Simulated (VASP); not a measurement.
# Pd (Fm-3m) in VASP: notebook

The runs below take Pd through single point, relaxation of cell and atoms, with PBE.

Program: VASP 6.6.1. These are calculated values, not measurements. Logs are shortened: lines on timing, memory, paths and dates and some standing lists are left out, and cuts for length are marked.

### 1 The cell of the first run

It takes space group Fm-3m (No. 225, cubic). The conventional cell has a = 3.946 Å, b = 3.946 Å, c = 3.946 Å, α = 90.00°, β = 90.00°, γ = 90.00°. Within 3.7 Å of Pd (site symmetry m-3m) lie 12 Pd at 2.79 Å.

### 2 Single point, PBE

INCAR

```
SYSTEM = Pd
ALGO = Normal ; EDIFF = 1E-7
ENCUT = 520 ; GGA = PE
ISIF = 2 ; ISMEAR = -4
LASPH = .TRUE. ; LCHARG = .FALSE.
LREAL = .FALSE. ; LWAVE = .FALSE.
NBANDS = 11 ; NELM = 80
PREC = Accurate ; SIGMA = 0.1
```

KPOINTS

```
k-points
0
G
  14 14 14
  0 0 0
```

POSCAR

```
Pd
1.0
    0.0000000000      1.9731528646      1.9731528646
    1.9731528646      0.0000000000      1.9731528646
    1.9731528646      1.9731528646      0.0000000000
Pd
1
Direct
    0.0000000000      0.0000000000      0.0000000000
```

Potentials or basis: VASP PAW PBE potentials, release 64 (Pd).

Command:

```bash
$ cat potpaw_PBE.64/Pd/POTCAR > POTCAR
$ mpirun -np 1 vasp_std > vasp.out
```

OUTCAR:

```text
SYSTEM = Pd
   EDIFF = 1E-7
   ENCUT = 520
   GGA = PE
   ISIF = 2
   ISMEAR = -4
   LASPH = .TRUE.
   LREAL = .FALSE.
   NELM = 80
   PREC = Accurate

 ion  position               nearest neighbor table
   1  0.000  0.000  0.000-

  LATTYP: Found a face centered cubic cell.
 ALAT       =     3.9463057292

  Lattice vectors:

 A1 = (   0.0000000000,   1.9731528646,   1.9731528646)
 A2 = (   1.9731528646,   0.0000000000,   1.9731528646)
 A3 = (   1.9731528646,   1.9731528646,   0.0000000000)

Analysis of symmetry for initial positions (statically):
=====================================================================
 Subroutine PRICEL returns:
 Original cell was already a primitive cell.

 Routine SETGRP: Setting up the symmetry group for a
 face centered cubic supercell.

 Subroutine GETGRP returns: Found 48 space group operations
 (whereof 48 operations were pure point group operations)
 out of a pool of 48 trial point group operations.

The static configuration has the point symmetry O_h .

Analysis of symmetry for dynamics (positions and initial velocities):
=====================================================================
 Subroutine PRICEL returns:
 Original cell was already a primitive cell.

 Routine SETGRP: Setting up the symmetry group for a
 face centered cubic supercell.

 Subroutine GETGRP returns: Found 48 space group operations
 (whereof 48 operations were pure point group operations)
 out of a pool of 48 trial point group operations.

The dynamic configuration has the point symmetry O_h .

 Subroutine INISYM returns: Found 48 space group operations
 (whereof 48 operations are pure point group operations),
 and found     1 'primitive' translations

----------------------------------------------------------------------------------------

                                     Primitive cell

  volume of cell :      15.3643

  direct lattice vectors                    reciprocal lattice vectors
     0.000000000  1.973152865  1.973152865    -0.253401553  0.253401553  0.253401553
     1.973152865  0.000000000  1.973152865     0.253401553 -0.253401553  0.253401553
     1.973152865  1.973152865  0.000000000     0.253401553  0.253401553 -0.253401553

  length of vectors
     2.790459542  2.790459542  2.790459542     0.438904364  0.438904364  0.438904364

  position of ions in fractional coordinates (direct lattice)
     0.000000000  0.000000000  0.000000000

  ion indices of the primitive-cell ions
   primitive index   ion index
                 1           1

----------------------------------------------------------------------------------------

 KPOINTS: k-points

Automatic generation of k-mesh.
 Grid dimensions read from file:
 generate k-points for:   14   14   14

 Generating k-lattice:

  Cartesian coordinates                     Fractional coordinates (reciprocal lattice)
    -0.018100111  0.018100111  0.018100111     0.071428571  0.000000000  0.000000000
     0.018100111 -0.018100111  0.018100111     0.000000000  0.071428571  0.000000000
     0.018100111  0.018100111 -0.018100111     0.000000000  0.000000000  0.071428571

  Length of vectors
     0.031350312  0.031350312  0.031350312

  Shift w.r.t. Gamma in fractional coordinates (k-lattice)
     0.000000000  0.000000000  0.000000000

 TETIRR: Found    389 inequivalent tetrahedra from    16464

 Subroutine IBZKPT returns following result:
 ===========================================

 Found    104 irreducible k-points:

 Following reciprocal coordinates:
            Coordinates               Weight
  0.000000  0.000000  0.000000      1.000000
  0.071429  0.000000  0.000000      8.000000
  0.142857  0.000000  0.000000      8.000000
  0.214286  0.000000  0.000000      8.000000
  0.285714  0.000000  0.000000      8.000000
  0.357143  0.000000  0.000000      8.000000
[... 16 lines left out ...]
  0.214286  0.142857  0.000000     24.000000
  0.285714  0.142857  0.000000     24.000000
 [... further k-points ...]
   k-points           NKPTS =    104   k-points in BZ     NKDIM =    104   number of bands    NBANDS=     11
   number of dos      NEDOS =    301   number of ions     NIONS =      1
   total plane-waves  NPLWV =  13824
   dimension x,y,z NGX =    24 NGY =   24 NGZ =   24
   dimension x,y,z NGXF=    48 NGYF=   48 NGZF=   48
   ions per type =               1
   NGX,Y,Z   is equivalent  to a cutoff of  14.30, 14.30, 14.30 a.u.
   NGXF,Y,Z  is equivalent  to a cutoff of  28.60, 28.60, 28.60 a.u.
 SYSTEM =  Pd
   PREC   = accura    normal or accurate (medium, high low for compatibility)
   ISTART =      0    job   : 0-new  1-cont  2-samecut
   ICHARG =      2    charge: 1-file 2-atom 10-const
   ISPIN  =      1    spin polarized calculation?
   LNONCOLLINEAR =      F non collinear calculations
   LSORBIT =      F    spin-orbit coupling
   LASPH  =      T    aspherical Exc in radial PAW
   ENCUT  =  520.0 eV  38.22 Ry    6.18 a.u.   5.19  5.19  5.19*2*pi/ulx,y,z
   NELM   =     80;   NELMIN=  2; NELMDL= -5     # of ELM steps
   EDIFF  = 0.1E-06   stopping-criterion for ELM
   LREAL  =      F    real-space projection
   EDIFFG = 0.1E-05   stopping-criterion for IOM
   NSW    =      0    number of steps for IOM
   IBRION =     -1    ionic relax: 0-MD 1-quasi-New 2-CG
   NFREE  =      0    steps in history (QN), initial steepest desc. (CG)
   ISIF   =      2    stress and relaxation
   ISYM   =      2    0-nonsym 1-usesym 2-fastsym
   POTIM  = 0.5000    time-step for ionic-motion
   TEBEG  =    0.0;   TEEND  =   0.0 temperature during run
   PSTRESS=    0.0 pullay stress
   NELECT =      10.0000    total number of electrons
   NUPDOWN=      -1.0000    fix difference up-down
   EMIN   =  10.00;   EMAX   =-10.00  energy-range for DOS
   EFERMI =   0.00;   METHOD = LEGACY
   ISMEAR =    -4;   SIGMA  =   0.10  broadening in eV -4-tet -1-fermi 0-gaus
   EFERMI_NEDOS =   21; number of points for ismear=-14 and -15
   IALGO  =     38    algorithm
   IMIX   =      4    mixing-type and parameters
     AMIX     =   0.40;   BMIX     =  1.00
     AMIX_MAG =   1.60;   BMIX_MAG =  1.00
  volume/ion in A,a.u.               =      15.36       103.68
  Fermi-wavevector in a.u.,A,eV,Ry     =   1.418744  2.681038 27.386284  2.012835
  Thomas-Fermi vector in A             =   2.539838
   LORBIT       =      0    0 simple, 1 ext, 2 COOP (PROOUT), +10 PAW based schemes
   GGA     = PE    functional components
   LHFCALC =     F    Hartree Fock is set to
   AEXX    =    0.0000 exact exchange contribution
   IVDW    =     0    specifies the selected vdW correction
   LEPSILON=     F    determine dielectric tensor
   LRPA    =     F    only Hartree local field effects (RPA)
 non-spin polarized calculation
 Fermi weights with tetrahedron method witout Bloechl corrections
  energy-cutoff  :      520.00
  volume of cell :       15.36
 maximum number of plane-waves:       428
 NGX is ok and might be reduce to    24
   NGX = 11   NGY = 11   NGZ = 11

 number of electron      10.0000000 magnetization

 Free energy of the ion-electron system (eV)
  ---------------------------------------------------
  ext. energy  EPLUGINS =         0.00000000
  ---------------------------------------------------
  free energy    TOTEN  =        -5.19006858 eV

  energy without entropy =       -5.19006858  energy(sigma->0) =       -5.19006858

 E-fermi :   9.0926     XC(G=0): -12.9301

 val. band max:        9.1720004942   @ k =   0.4286   0.4286   0.0000
 cond. band min:       9.0899557494   @ k =   0.3571   0.1429   0.0000
 fundamental gap:     -0.0820447449
 Fermi energy:         9.0926378962

 k-point     1 :       0.0000    0.0000    0.0000
  band No.  band energies     occupation
      1       2.2817      2.00000
      2       6.4577      2.00000
      3       6.4577      2.00000
      4       6.4577      2.00000
      5       7.9655      2.00000
      6       7.9655      2.00000
      7      26.2730      0.00000
      8      30.8198      0.00000
      9      30.8198      0.00000
     10      30.8198      0.00000
     11      35.4476      0.00000

 k-point     2 :       0.0714    0.0000    0.0000
  band No.  band energies     occupation
      1       2.4601      2.00000
      2       6.3977      2.00000
      3       6.5175      2.00000
      4       6.5175      2.00000
      5       7.9380      2.00000
      6       7.9380      2.00000
      7      26.4412      0.00000
      8      29.6554      0.00000
      9      31.0102      0.00000
     10      31.0102      0.00000
     11      35.5941      0.00000

 k-point     3 :       0.1429    0.0000    0.0000
  band No.  band energies     occupation
      1       2.9614      2.00000
      2       6.2705      2.00000
      3       6.6560      2.00000
      4       6.6560      2.00000
      5       7.9005      2.00000
      6       7.9005      2.00000
      7      26.5169      0.00000
      8      27.7630      0.00000
      9      31.5202      0.00000
     10      31.5202      0.00000
     11      35.3400      0.00000

 k-point     4 :       0.2143    0.0000    0.0000
  band No.  band energies     occupation
      1       3.6368      2.00000
      2       6.2665      2.00000
      3       6.7452      2.00000
      4       6.7452      2.00000
      5       7.9857      2.00000
      6       7.9857      2.00000
      7      24.5788      0.00000
      8      27.3923      0.00000
      9      32.1019      0.00000
     10      32.1019      0.00000
     11      34.4468      0.00000
[... 239 lines left out ...]
 k-point    22 :       0.1429    0.1429    0.0000
  band No.  band energies     occupation
      1       3.1894      2.00000
      2       5.9938      2.00000
      3       6.8722      2.00000
      4       6.8722      2.00000
      5       7.5202      2.00000
      6       8.1587      2.00000
      7      27.1675      0.00000
      8      28.7538      0.00000
      9      29.6849      0.00000
     10      29.6849      0.00000
     11      35.5376      0.00000

 k-point    23 :       0.2143    0.1429    0.0000
  band No.  band energies     occupation
      1       3.7227      2.00000
      2       5.7975      2.00000
      3       6.9658      2.00000
      4       7.0632      2.00000
      5       7.5404      2.00000
      6       8.2728      2.00000
      7      26.6342      0.00000
      8      27.7394      0.00000
      9      29.0319      0.00000
     10      30.0459      0.00000
     11      34.9605      0.00000

 k-point    24 :       0.2857    0.1429    0.0000
  band No.  band energies     occupation
      1       4.3266      2.00000
      2       5.7423      2.00000
      3       6.7463      2.00000
      4       7.1378      2.00000
      5       8.1177      2.00000
      6       8.4993      1.99149
      7      24.1308      0.00000
      8      27.5198      0.00000
      9      28.4656      0.00000
     10      30.4196      0.00000
     11      34.6091      0.00000

 [... further k-points ...]

------------------------ aborting loop because EDIFF is reached ----------------------------------------

  FORCE on cell =-STRESS in cart. coord.  units (eV):
  Direction    XX          YY          ZZ          XY          YZ          ZX
  --------------------------------------------------------------------------------------
  -------------------------------------------------------------------------------------
  Total       -0.0299841     -0.0299841     -0.0299841     -0.0000000      0.0000000      0.0000000
  in kB       -3.1267248     -3.1267248     -3.1267248     -0.0000000      0.0000000      0.0000000
  external PRESSURE =      -3.1267248 kB  Pullay stress =       0.0000000 kB

 VOLUME and BASIS-vectors are now :
 -----------------------------------------------------------------------------
  energy-cutoff  :      520.00
  volume of cell :       15.36
      direct lattice vectors                 reciprocal lattice vectors
     0.000000000  1.973152865  1.973152865    -0.253401553  0.253401553  0.253401553
     1.973152865  0.000000000  1.973152865     0.253401553 -0.253401553  0.253401553
     1.973152865  1.973152865  0.000000000     0.253401553  0.253401553 -0.253401553

 POSITION                                       TOTAL-FORCE (eV/Angst)
 -----------------------------------------------------------------------------------
      0.00000      0.00000      0.00000         0.000000      0.000000      0.000000
 -----------------------------------------------------------------------------------
    total drift:                               -0.000000      0.000000     -0.000000

  FREE ENERGIE OF THE ION-ELECTRON SYSTEM (eV)
  ---------------------------------------------------
  free  energy   TOTEN  =        -5.1900685830 eV

  energy  without entropy=       -5.1900685830  energy(sigma->0) =       -5.19006858
```

It took 26 s on 1 thread of Intel Xeon 8259CL, shared host; peak memory 0.15 GiB.

Results:

- Free energy: -5.1901 eV
- Pressure: -0.3 GPa
- Band gap on the k mesh: zero (band 5 reaches 9.38 eV, above the bottom of band 6 at 7.90 eV)

### 3 Relaxation of cell and atoms, PBE

This run uses another cell than the first one, of 14.75 Å³/atom, 0.960 times its volume.

INCAR

```
PREC     = Accurate       # precision mode
ENCUT    = 600            # plane-wave cutoff, eV
EDIFF    = 1E-6           # SCF threshold, eV
ISMEAR   = -1             # smearing method
SIGMA    = 0.05           # smearing width, eV
LREAL    = F              # projectors in reciprocal space
LASPH    = T              # aspherical terms in the spheres
NELM     = 80             # most SCF steps
ALGO     = Normal         # electronic algorithm
ISIF     = 3              # what is computed and relaxed
LWAVE    = F              # write WAVECAR
LCHARG   = F              # write CHGCAR
GGA      = PE             # functional
IBRION   = 2              # ionic algorithm
NSW      = 100            # ionic steps
EDIFFG   = -0.005         # ionic threshold
```

KPOINTS

```
regular mesh
0
Gamma
  14 14 14
```

POSCAR

```
Pd
1.0
    0.0000000000      1.9465000000      1.9465000000
    1.9465000000      0.0000000000      1.9465000000
    1.9465000000      1.9465000000      0.0000000000
Pd
1
Direct
    0.0000000000      0.0000000000      0.0000000000
```

Potentials or basis: VASP PAW PBE potentials, release 64 (Pd).

Command:

```bash
$ cat potpaw_PBE.64/Pd/POTCAR > POTCAR
$ mpirun -np 1 vasp_std > vasp.out
```

OUTCAR:

```text
PREC = Accurate
   ENCUT = 600
   EDIFF = 1E-6
   ISMEAR = -1
   LREAL = F
   LASPH = T
   NELM = 80
   ISIF = 3
   GGA = PE
   IBRION = 2
   NSW = 100
   EDIFFG = -0.005

 ion  position               nearest neighbor table
   1  0.000  0.000  0.000-

  LATTYP: Found a face centered cubic cell.
 ALAT       =     3.8930000000

  Lattice vectors:

 A1 = (   0.0000000000,   1.9465000000,   1.9465000000)
 A2 = (   1.9465000000,   0.0000000000,   1.9465000000)
 A3 = (   1.9465000000,   1.9465000000,   0.0000000000)

Analysis of symmetry for initial positions (statically):
=====================================================================
 Subroutine PRICEL returns:
 Original cell was already a primitive cell.

 Routine SETGRP: Setting up the symmetry group for a
 face centered cubic supercell.

[... 323 lines left out ...]

 k-point     1 :       0.0000    0.0000    0.0000
  band No.  band energies     occupation
      1       2.3115      2.00000
      2       6.4941      2.00000
      3       6.4941      2.00000
      4       6.4941      2.00000
      5       8.0089      2.00000
      6       8.0089      2.00000
      7      26.3334      0.00000
      8      30.8983      0.00000
      9      30.8983      0.00000
[... 265 lines left out ...]
 k-point    24 :       0.2857    0.1429    0.0000
  band No.  band energies     occupation
      1       4.3600      2.00000
      2       5.7755      2.00000
      3       6.7836      2.00000
      4       7.1776      2.00000
      5       8.1628      2.00000
      6       8.5459      1.99999
      7      24.2157      0.00000
      8      27.5942      0.00000
      9      28.5603      0.00000

 [... further k-points ...]

------------------------ aborting loop because EDIFF is reached ----------------------------------------

  FORCE on cell =-STRESS in cart. coord.  units (eV):
  Direction    XX          YY          ZZ          XY          YZ          ZX
  --------------------------------------------------------------------------------------
  -------------------------------------------------------------------------------------
  Total        0.0042501      0.0042501      0.0042501      0.0000000      0.0000000      0.0000000
  in kB        0.4447413      0.4447413      0.4447413      0.0000000      0.0000000      0.0000000
  external PRESSURE =       0.4447413 kB  Pullay stress =       0.0000000 kB
[... 16 lines left out ...]
  FREE ENERGIE OF THE ION-ELECTRON SYSTEM (eV)
  ---------------------------------------------------
  free  energy   TOTEN  =        -5.2187540465 eV

  energy  without entropy=       -5.1951189944  energy(sigma->0) =       -5.20693652

 reached required accuracy - stopping structural energy minimisation
```

CONTCAR:

```text
Pd
   1.00000000000000
    -0.0000000000000000    1.9708612559026424    1.9708612559026424
     1.9708612559026424   -0.0000000000000000    1.9708612559026424
     1.9708612559026424    1.9708612559026424    0.0000000000000000
  Pd
     1
Direct
     0.0000000000000000    1.0000000000000000    0.0000000000000000

  0.00000000E+00  0.00000000E+00  0.00000000E+00
```

It took 57 s on 1 thread of Intel Xeon 8259CL, shared host; peak memory 0.16 GiB.

What came out:

- Free energy: -5.2188 eV
- Relaxed volume: 15.31 Å³/atom
- Relaxed cell: a = 2.787 Å, b = 2.787 Å, c = 2.787 Å, α = 60.00°, β = 60.00°, γ = 60.00°
- Space group after relaxing (to 0.05 Å): Fm-3m (No. 225)
- Energy gained by relaxing: 11.8 meV/atom
- Ionic steps: 5
- Pressure after relaxing: 0.0 GPa
- Band gap on the k mesh: zero (band 5 reaches 9.44 eV, above the bottom of band 6 at 7.94 eV)

The path:
```tsv
step	energy change (eV)	largest force (eV/Å)	pressure (GPa)	volume (Å³)
1	0.0000	0.0000	6.99	14.75
2	0.0103	0.0000	-7.83	16.17
3	-0.0118	0.0000	-0.07	15.32
4	-0.0118	0.0000	0.06	15.31
5	-0.0118	0.0000	0.04	15.31
```

Final structure:
```xyz
1
Lattice="0.0000 1.9709 1.9709 1.9709 0.0000 1.9709 1.9709 1.9709 0.0000" Properties=species:S:1:pos:R:3 pbc="T T T"
Pd    1.9709    0.0000    1.9709
```

Levels at points of the mesh, in eV from the Fermi level:
| k point | band 3 | band 4 | band 5 | band 6 | band 7 | band 8 |
| --- | --- | --- | --- | --- | --- | --- |
| (0.00, 0.00, 0.00) | -2.68 | -2.68 | -1.16 | -1.16 | 17.16 | 21.73 |
| (0.50, 0.00, 0.00) | -2.72 | -0.03 | -0.03 | 1.09 | 7.03 | 16.51 |
| (0.50, 0.50, 0.00) | -0.06 | 0.27 | 0.27 | 3.35 | 10.39 | 13.00 |

PBE usually gives volumes a little too large and moduli too small. Zero-point motion and thermal expansion aren't in these numbers.

(Part 1 of 2 ends here.)
